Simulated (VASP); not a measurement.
A run of VASP 6.6.1:

Contents of INCAR:

```
SYSTEM = Pd2Br
PREC = Accurate ; ENCUT = 520
EDIFF = 1E-6 ; ISMEAR = 0
SIGMA = 0.1 ; LREAL = .FALSE.
LASPH = .TRUE. ; NELM = 100
ALGO = Normal ; ISIF = 2
LWAVE = .FALSE. ; LCHARG = .TRUE.
GGA = PE ; LELF = .TRUE.
LVHAR = .TRUE. ; NBANDS = 36
```

Contents of KPOINTS:

```
Automatic mesh
0
G
  4 4 4
  0 0 0
```

The input POSCAR:

```
Pd2Br
1.0
    3.7854117490      0.0000000000      0.0000000000
    0.0000000000      8.5062844697      0.0000000000
    0.0000000000      0.0000000000      3.6456089906
Pd Br
4 2
Direct
    0.2772840207      0.7940319525      0.5000000000
    0.7772840207      0.7059680475      0.0000000000
    0.7227159793      0.2059680475      0.5000000000
    0.2227159793      0.2940319525      0.0000000000
    0.5000000000      0.5000000000      0.5000000000
    0.0000000000      0.0000000000      0.0000000000
```

Potentials or basis: VASP PAW PBE potentials, release 64 (Pd, Br).

Launch:

```sh
$ cat potpaw_PBE.64/Pd/POTCAR potpaw_PBE.64/Br/POTCAR > POTCAR
$ mpirun -np 1 vasp_std > vasp.out
```

Hardware: 1 thread of Intel(R) Xeon(R) 6975P-C (Granite Rapids), with other jobs on the host.

**Question.** Estimate the wall time of this run.

**Answer.** Wall time 45 s on 1 thread of Intel(R) Xeon(R) 6975P-C (Granite Rapids), with other jobs on the host, peak memory 0.26 GiB. Counts: scf iterations 13, k points 27.
